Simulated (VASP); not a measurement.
# Ta2Bi2O (I4/mmm) in VASP: further runs, part 2 of 2

VASP 6.6.1.

**3. Relaxation of cell and atoms, PBE (atoms taken out)**

Contents of INCAR:

```
SYSTEM = Ta2Bi2O
ALGO = Normal ; EDIFF = 1E-6
EDIFFG = -0.08 ; ENCUT = 600
GGA = PE ; IBRION = 2
ISIF = 3 ; ISMEAR = 0
LASPH = .True. ; LCHARG = .False.
LREAL = .False. ; LWAVE = .False.
NELM = 80 ; NSW = 36
PREC = Accurate ; SIGMA = 0.15
```

Contents of KPOINTS:

```
k-points
0
Gamma
  4 4 4
  0 0 0
```

Contents of POSCAR:

```
Ta2Bi2O
1.0
   -2.0500000000      2.0500000000      5.9000000000
    2.0500000000     -2.0500000000      5.9000000000
    2.0500000000      2.0500000000     -5.9000000000
Ta Bi O
2 2 1
Direct
    0.5000000000      0.0000000000      0.5000000000
    0.0000000000      0.5000000000      0.5000000000
    0.8300000000      0.8300000000      0.0000000000
    0.1700000000      0.1700000000      0.0000000000
    0.5000000000      0.5000000000      0.0000000000
```

Potentials or basis: VASP PAW PBE potentials, release 64 (Ta_pv, Bi_d, O).

Started as:

```
$ cat potpaw_PBE.64/Ta_pv/POTCAR potpaw_PBE.64/Bi_d/POTCAR potpaw_PBE.64/O/POTCAR > POTCAR
$ mpirun -np 1 vasp_std > vasp.out
```

OUTCAR:

```text
SYSTEM = Ta2Bi2O
   EDIFF = 1E-6
   EDIFFG = -0.08
   ENCUT = 600
   GGA = PE
   IBRION = 2
   ISIF = 3
   ISMEAR = 0
   LASPH = .True.
   LREAL = .False.
   NELM = 80
   NSW = 36
   PREC = Accurate

 ion  position               nearest neighbor table
   1  0.500  0.000  0.500-   5 2.05   5 2.05   4 2.87   3 2.87   4 2.87   3 2.87   2 2.90   2 2.90
                             2 2.90   2 2.90
   2  0.000  0.500  0.500-   5 2.05   5 2.05   4 2.87   3 2.87   3 2.87   4 2.87   1 2.90   1 2.90
                             1 2.90   1 2.90
   3  0.830  0.830  0.000-   1 2.87   2 2.87   1 2.87   2 2.87   4 3.46   4 3.46   4 3.46   4 3.46

   4  0.170  0.170  0.000-   1 2.87   2 2.87   2 2.87   1 2.87   3 3.46   3 3.46   3 3.46   3 3.46

   5  0.500  0.500  0.000-   1 2.05   2 2.05   1 2.05   2 2.05

  LATTYP: Found a body centered tetragonal cell.
 ALAT       =     4.1000000000
 C/A-ratio  =     2.8780487805

  Lattice vectors:

 A1 = (  -2.0500000000,   2.0500000000,   5.9000000000)
 A2 = (   2.0500000000,  -2.0500000000,   5.9000000000)
 A3 = (   2.0500000000,   2.0500000000,  -5.9000000000)

Analysis of symmetry for initial positions (statically):
=====================================================================
 Subroutine PRICEL returns:
 Original cell was already a primitive cell.

 Routine SETGRP: Setting up the symmetry group for a
 body centered tetragonal supercell.

 Subroutine GETGRP returns: Found 16 space group operations
 (whereof 16 operations were pure point group operations)
 out of a pool of 16 trial point group operations.

The static configuration has the point symmetry D_4h.

Analysis of symmetry for dynamics (positions and initial velocities):
=====================================================================
 Subroutine PRICEL returns:
 Original cell was already a primitive cell.

 Routine SETGRP: Setting up the symmetry group for a
 body centered tetragonal supercell.

 Subroutine GETGRP returns: Found 16 space group operations
 (whereof 16 operations were pure point group operations)
 out of a pool of 16 trial point group operations.

The dynamic configuration has the point symmetry D_4h.

 Subroutine INISYM returns: Found 16 space group operations
 (whereof 16 operations are pure point group operations),
 and found     1 'primitive' translations

----------------------------------------------------------------------------------------

                                     Primitive cell

  volume of cell :      99.1790

  direct lattice vectors                    reciprocal lattice vectors
    -2.050000000  2.050000000  5.900000000     0.000000000  0.243902439  0.084745763
     2.050000000 -2.050000000  5.900000000     0.243902439  0.000000000  0.084745763
     2.050000000  2.050000000 -5.900000000     0.243902439  0.243902439  0.000000000

  length of vectors
     6.573811680  6.573811680  6.573811680     0.258205817  0.258205817  0.344930137

  position of ions in fractional coordinates (direct lattice)
     0.500000000  0.000000000  0.500000000
     0.000000000  0.500000000  0.500000000
     0.830000000  0.830000000  0.000000000
     0.170000000  0.170000000  0.000000000
     0.500000000  0.500000000  0.000000000

  ion indices of the primitive-cell ions
   primitive index   ion index
[... 26 lines left out ...]

 Subroutine IBZKPT returns following result:
 ===========================================

 Found     13 irreducible k-points:

 Following reciprocal coordinates:
            Coordinates               Weight
  0.000000  0.000000  0.000000      1.000000
  0.250000  0.000000  0.000000      8.000000
  0.500000  0.000000  0.000000      4.000000
  0.250000  0.250000  0.000000      8.000000
  0.500000  0.250000  0.000000     16.000000
 -0.250000  0.250000  0.000000      4.000000
  0.500000  0.500000  0.000000      2.000000
  0.250000  0.250000  0.250000      2.000000
 -0.250000  0.250000  0.250000      4.000000
  0.500000  0.500000  0.250000      4.000000
 -0.250000  0.500000  0.250000      8.000000
 -0.250000 -0.250000  0.250000      2.000000
  0.500000  0.500000  0.500000      1.000000
   k-points           NKPTS =     13   k-points in BZ     NKDIM =     13   number of bands    NBANDS=     34
   number of dos      NEDOS =    301   number of ions     NIONS =      5
   total plane-waves  NPLWV = 157464
   dimension x,y,z NGX =    54 NGY =   54 NGZ =   54
   dimension x,y,z NGXF=   108 NGYF=  108 NGZF=  108
   ions per type =               2   2   1
   NGX,Y,Z   is equivalent  to a cutoff of  13.66, 13.66, 13.66 a.u.
   NGXF,Y,Z  is equivalent  to a cutoff of  27.31, 27.31, 27.31 a.u.
 SYSTEM =  Ta2Bi2O
   PREC   = accura    normal or accurate (medium, high low for compatibility)
   ISTART =      0    job   : 0-new  1-cont  2-samecut
   ICHARG =      2    charge: 1-file 2-atom 10-const
   ISPIN  =      1    spin polarized calculation?
   LNONCOLLINEAR =      F non collinear calculations
   LSORBIT =      F    spin-orbit coupling
   LASPH  =      T    aspherical Exc in radial PAW
   ENCUT  =  600.0 eV  44.10 Ry    6.64 a.u.  13.13 13.13 13.13*2*pi/ulx,y,z
   NELM   =     80;   NELMIN=  2; NELMDL= -5     # of ELM steps
   EDIFF  = 0.1E-05   stopping-criterion for ELM
   LREAL  =      F    real-space projection
   EDIFFG = -.8E-01   stopping-criterion for IOM
   NSW    =     36    number of steps for IOM
   IBRION =      2    ionic relax: 0-MD 1-quasi-New 2-CG
   NFREE  =      1    steps in history (QN), initial steepest desc. (CG)
   ISIF   =      3    stress and relaxation
   ISYM   =      2    0-nonsym 1-usesym 2-fastsym
   POTIM  = 0.5000    time-step for ionic-motion
   TEBEG  =    0.0;   TEEND  =   0.0 temperature during run
   PSTRESS=    0.0 pullay stress
   NELECT =      58.0000    total number of electrons
   NUPDOWN=      -1.0000    fix difference up-down
   EMIN   =  10.00;   EMAX   =-10.00  energy-range for DOS
   EFERMI =   0.00;   METHOD = LEGACY
   ISMEAR =     0;   SIGMA  =   0.15  broadening in eV -4-tet -1-fermi 0-gaus
   EFERMI_NEDOS =   21; number of points for ismear=-14 and -15
   IALGO  =     38    algorithm
   IMIX   =      4    mixing-type and parameters
     AMIX     =   0.40;   BMIX     =  1.00
     AMIX_MAG =   1.60;   BMIX_MAG =  1.00
  volume/ion in A,a.u.               =      19.84       133.86
  Fermi-wavevector in a.u.,A,eV,Ry     =   1.369024  2.587079 25.500386  1.874225
  Thomas-Fermi vector in A             =   2.494936
   LORBIT       =      0    0 simple, 1 ext, 2 COOP (PROOUT), +10 PAW based schemes
   GGA     = PE    functional components
   LHFCALC =     F    Hartree Fock is set to
   AEXX    =    0.0000 exact exchange contribution
   IVDW    =     0    specifies the selected vdW correction
   LEPSILON=     F    determine dielectric tensor
   LRPA    =     F    only Hartree local field effects (RPA)
 conjugate gradient relaxation of ions
 non-spin polarized calculation
 Gauss-broadening in eV      SIGMA  =   0.15
  energy-cutoff  :      600.00
  volume of cell :       99.18
 maximum number of plane-waves:      3332
 NGX is ok and might be reduce to    54
   NGX = 27   NGY = 27   NGZ = 27

--------------------------------------- Ionic step        1  -------------------------------------------

 number of electron      58.0000002 magnetization

 Free energy of the ion-electron system (eV)
  ---------------------------------------------------
  ext. energy  EPLUGINS =         0.00000000
  ---------------------------------------------------
  free energy    TOTEN  =       -37.93644844 eV

  energy without entropy =      -37.88197063  energy(sigma->0) =      -37.90920954

------------------------ aborting loop because EDIFF is reached ----------------------------------------

  FORCE on cell =-STRESS in cart. coord.  units (eV):
  Direction    XX          YY          ZZ          XY          YZ          ZX
  --------------------------------------------------------------------------------------
  -------------------------------------------------------------------------------------
  Total        9.9392987      9.9392987     13.6436488      0.0000000      0.0000000     -0.0000000
  in kB      160.5634163    160.5634163    220.4049726      0.0000000      0.0000000     -0.0000000
  external PRESSURE =     180.5106017 kB  Pullay stress =       0.0000000 kB
[... 1077 lines left out ...]
     33       6.2751      0.00000
     34       7.7735      0.00000

[... ionic steps 4 to 11 ...]

--------------------------------------- Ionic step       12  -------------------------------------------

 number of electron      58.0000000 magnetization

------------------------ aborting loop because EDIFF is reached ----------------------------------------
[... 73 lines left out ...]
--------------------------------------- Ionic step       14  -------------------------------------------

 number of electron      58.0000001 magnetization

 Free energy of the ion-electron system (eV)
  ---------------------------------------------------
  ext. energy  EPLUGINS =         0.00000000
  ---------------------------------------------------
  free energy    TOTEN  =       -39.13827803 eV

  energy without entropy =      -39.09656175  energy(sigma->0) =      -39.11741989

 E-fermi :   5.1517     XC(G=0): -10.0533

 val. band max:        5.1140403774   @ k =  -0.2500   0.5000   0.2500
 cond. band min:       5.1600477946   @ k =   0.5000   0.5000   0.2500
 fundamental gap:      0.0460074172
 Fermi energy:         5.1517451814
[... 511 lines left out ...]
  FREE ENERGIE OF THE ION-ELECTRON SYSTEM (eV)
  ---------------------------------------------------
  free  energy   TOTEN  =       -39.1382780266 eV

  energy  without entropy=      -39.0965617509  energy(sigma->0) =      -39.11741989

 reached required accuracy - stopping structural energy minimisation
```

Run time: 15 min. Hardware: 1 thread of Intel Xeon Platinum 8488C (Sapphire Rapids), shared host; peak memory 0.46 GiB.

Results:

| Item | Value |
| --- | --- |
| Free energy | -39.1383 eV |
| Relaxed volume | 25.10 Å³/atom |
| Relaxed cell | a = 7.945 Å, b = 7.945 Å, c = 7.945 Å, α = 149.94°, β = 149.94°, γ = 43.03° |
| Space group after relaxing (to 0.1 Å) | I4/mmm (No. 139) |
| Energy gained by relaxing | 240.4 meV/atom |
| Ionic steps | 14 |
| Pressure after relaxing | 0.1 GPa |
| Largest force after relaxing | 0.029 eV/Å |
| Band gap on the k mesh | zero (bands 29 and 30 overlap by 1.27 eV) |

Forces on the atoms (eV/Å):
```
Ta   0.000  0.000  0.000
Ta   0.000  0.000  0.000
Bi   0.000  0.000  0.029
Bi   0.000  0.000 -0.029
O    0.000  0.000  0.000
```

Stress tensor (GPa, compression positive):
```
 0.33  0.00  0.00
 0.00  0.33  0.00
 0.00  0.00 -0.48
```

Step by step:
```tsv
step	energy change (eV)	largest force (eV/Å)	pressure (GPa)	volume (Å³)
1	0.0000	1.9409	18.05	99.18
2	0.5537	1.5121	-14.88	134.79
3	-0.7410	0.0769	-1.37	112.71
4	-0.7427	0.0159	-0.80	112.15
5	-0.9186	0.5653	-0.06	112.88
6	-0.9455	0.8691	0.61	113.17
7	-1.0189	0.7532	0.44	114.77
8	-1.1597	0.3891	0.48	119.50
9	-1.1239	0.3256	2.62	128.62
10	-1.1926	0.0370	1.44	123.69
11	-1.0492	0.3679	-5.51	134.37
12	-1.2019	0.0395	-0.13	125.75
13	-1.2019	0.0386	-0.13	125.70
14	-1.2018	0.0285	0.06	125.48
```

Final structure:
```cif
data_structure
_symmetry_space_group_name_H-M 'P 1'
_symmetry_Int_Tables_number 1
_cell_length_a 7.9447
_cell_length_b 7.9447
_cell_length_c 7.9447
_cell_angle_alpha 149.942
_cell_angle_beta 149.942
_cell_angle_gamma 43.027
_cell_volume 125.48
loop_
_atom_site_label
_atom_site_type_symbol
_atom_site_fract_x
_atom_site_fract_y
_atom_site_fract_z
_atom_site_occupancy
Ta1 Ta 0.50000 0.00000 0.50000 1
Ta2 Ta 0.00000 0.50000 0.50000 1
Bi1 Bi 0.84632 0.84632 0.00000 1
Bi2 Bi 0.15368 0.15368 0.00000 1
O1 O 0.50000 0.50000 0.00000 1
```

Levels at points of the mesh, in eV from the Fermi level:
| k point | band 25 | band 26 | band 27 | band 28 | band 29 | band 30 | band 31 | band 32 | band 33 | band 34 |
| --- | --- | --- | --- | --- | --- | --- | --- | --- | --- | --- |
| (0.00, 0.00, 0.00) | -2.18 | -2.18 | -1.10 | 0.67 | 0.74 | 1.27 | 1.27 | 1.79 | 1.79 | 3.21 |
| (0.50, 0.00, 0.00) | -1.68 | -1.68 | -0.99 | -0.95 | 0.14 | 0.19 | 1.04 | 1.76 | 2.35 | 2.48 |
| (0.50, 0.50, 0.00) | -2.39 | -2.25 | -1.39 | -1.15 | -0.64 | -0.48 | 1.73 | 2.40 | 2.81 | 2.85 |
| (0.50, 0.50, 0.50) | -2.03 | -2.03 | -1.63 | -0.58 | 0.44 | 0.44 | 0.63 | 1.94 | 1.94 | 3.59 |

Caveat: the k points lie up to 0.40 Å⁻¹ apart in the final cell, too coarse for converged energies and pressures of a metal; the cell differs from its parent crystal (atoms taken out); the volume moved by over 15 % at a fixed basis, so the end points are rough; spin-orbit coupling is left out, which moves the levels of the heavy elements.

The gap in the log of VASP goes by the Fermi energy; the results here count the filled bands.